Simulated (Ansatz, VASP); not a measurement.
**Two plane-wave programs on Na2RuAuC6N6**

INCAR

```
SYSTEM = Na2RuAuC6N6
ALGO = Normal ; EDIFF = 1E-6
ENCUT = 520 ; GGA = PE
ISIF = 2 ; ISMEAR = 0
ISPIN = 2 ; LASPH = .True.
LCHARG = .False. ; LMAXMIX = 4
LORBIT = 11 ; LREAL = Auto
LWAVE = .False. ; MAGMOM = 0 0 1 0 0 0 0 0 0 0 0 0 0 0 0 0
NBANDS = 64 ; NELM = 150
PREC = Accurate ; SIGMA = 0.1
```

The input KPOINTS:

```
k-points
0
Gamma
  4 4 4
  0 0 0
```

File POSCAR:

```
Na2RuAuC6N6
1.0
    0.0000000000      5.0720000000      5.0720000000
    5.0720000000      0.0000000000      5.0720000000
    5.0720000000      5.0720000000      0.0000000000
Na Ru C Au N
2 1 6 1 6
Direct
    0.2500000000      0.2500000000      0.2500000000
    0.7500000000      0.7500000000      0.7500000000
    0.5000000000      0.5000000000      0.5000000000
    0.8110212900      0.1889787100      0.1889787100
    0.1889787100      0.8110212900      0.1889787100
    0.1889787100      0.1889787100      0.8110212900
    0.1889787100      0.8110212900      0.8110212900
    0.8110212900      0.1889787100      0.8110212900
    0.8110212900      0.8110212900      0.1889787100
    0.0000000000      0.0000000000      0.0000000000
    0.6956821800      0.3043178200      0.3043178200
    0.3043178200      0.6956821800      0.3043178200
    0.3043178200      0.3043178200      0.6956821800
    0.3043178200      0.6956821800      0.6956821800
    0.6956821800      0.3043178200      0.6956821800
    0.6956821800      0.6956821800      0.3043178200
```

Input for Ansatz:

```yaml
crystal:
  lattice:
    - [0.0, 5.072, 5.072]
    - [5.072, 0.0, 5.072]
    - [5.072, 5.072, 0.0]
  atoms:
    - { symbol: Na, position: [0.25, 0.25, 0.25] }
    - { symbol: Na, position: [0.75, 0.75, 0.75] }
    - { symbol: Ru, position: [0.5, 0.5, 0.5], spin: 1.0 }
    - { symbol: C, position: [0.81102129, 0.18897871, 0.18897871] }
    - { symbol: C, position: [0.18897871, 0.81102129, 0.18897871] }
    - { symbol: C, position: [0.18897871, 0.18897871, 0.81102129] }
    - { symbol: C, position: [0.18897871, 0.81102129, 0.81102129] }
    - { symbol: C, position: [0.81102129, 0.18897871, 0.81102129] }
    - { symbol: C, position: [0.81102129, 0.81102129, 0.18897871] }
    - { symbol: Au, position: [0.0, 0.0, 0.0] }
    - { symbol: "N", position: [0.69568218, 0.30431782, 0.30431782] }
    - { symbol: "N", position: [0.30431782, 0.69568218, 0.30431782] }
    - { symbol: "N", position: [0.30431782, 0.30431782, 0.69568218] }
    - { symbol: "N", position: [0.30431782, 0.69568218, 0.69568218] }
    - { symbol: "N", position: [0.69568218, 0.30431782, 0.69568218] }
    - { symbol: "N", position: [0.69568218, 0.69568218, 0.30431782] }
basis:
  ecutwfc: 420
kpoints:
  mp_grid: { grid: [4, 4, 4] }
hamiltonian:
  xc: pbe
scf:
  occupations: { method: gaussian, width: 0.1 }
  lower_state_search: "off"
output:
  forces: true
  stress: true
  eigenvalues: true
  populations: true
magnetization:
  spin_polarized: true
```

Alike in both runs: task single point; functional PBE; k mesh 4 × 4 × 4; occupations gaussian, width 0.1 eV; collinear spin.

```csv
,VASP,Ansatz
version,VASP 6.6.1,Ansatz 0.2.0
potentials or method,"VASP PAW PBE potentials, release 64 (Na_pv, Ru_pv, C, Au, N), cutoff 520 eV","scalar-relativistic, plane waves, PAW"
valence electrons in the cell,93,107
```

Ansatz gave:

| Item | Value |
| --- | --- |
| gap on the k mesh at the Fermi level (eV) | none |
| pressure (GPa) | 17.9 |
| rms of the force components (eV/Å) | 1.945 |
| net moment per atom (μB) | 0.11 |
| size of the moment on the site where the two differ most (μB) | 0.52 |

Estimate VASP's values.

gap on the k mesh at the Fermi level (eV): none; pressure (GPa): 18.3; rms of the force components (eV/Å): 1.721; net moment per atom (μB): 0.00; size of the moment on the site where the two differ most (μB): 0.00.

The net moments are unlike, so the other rows may belong to different states. Site moments also hang on the region over which each program counts them. Atom by atom the forces differ by 0.288 eV/Å (rms over components). A gap of «none» marks a metal or a gap that the smearing closes. VASP's potentials hold 93 valence electrons a cell and Ansatz's 107, so a difference there can come from the potentials and not from the codes.

Spin-orbit coupling is off throughout. Noted on VASP's run: the standard files for N, O and F lose accuracy on very short bonds.
